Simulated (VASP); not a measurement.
A run of VASP 6.6.1 is set up as follows.

File INCAR:

```
SYSTEM = Ga
PREC     = Accurate       ! precision mode
ENCUT    = 520            ! plane-wave cutoff, eV
EDIFF    = 1E-6           ! SCF threshold, eV
ISMEAR   = 0              ! smearing method
SIGMA    = 0.15           ! smearing width, eV
LREAL    = .False.        ! projectors in reciprocal space
LASPH    = .True.         ! aspherical terms in the spheres
NELM     = 80             ! most SCF steps
ALGO     = Fast           ! electronic algorithm
ISIF     = 2              ! what is computed and relaxed
LWAVE    = .False.        ! write WAVECAR
LCHARG   = .False.        ! write CHGCAR
NBANDS   = 34             ! bands
```

File KPOINTS:

```
Automatic mesh
0
Gamma
  10 10 10
  0 0 0
```

POSCAR

```
Ga
1.0
    2.2085777266     -3.7454996903      0.0000000000
    2.2085777266      3.7454996903      0.0000000000
    0.0000000000      0.0000000000      4.2726076296
Ga
4
Direct
    0.1560190462      0.8439809538      0.0845038705
    0.6560190462      0.3439809538      0.4154961295
    0.8439809538      0.1560190462      0.9154961295
    0.3439809538      0.6560190462      0.5845038705
```

Potentials or basis: VASP PAW LDA potentials, release 64 (Ga_d).

Launch:

```console
$ cat potpaw_LDA.64/Ga_d/POTCAR > POTCAR
$ mpirun -np 1 vasp_std > vasp.out
```

(1) What does it give for the pressure?

(2) What does it give for the band gap on the k mesh?

(3) What does it give for the largest force?

## Answers

(1) 3.2 GPa.

(2) zero (bands 26 and 27 overlap by 1.51 eV).

(3) 0.178 eV/Å.

Caveat: the cell differs from its parent crystal (engineering shear strain xz +0.0000, normal strain along z -0.0375); the cell stands under pressure.
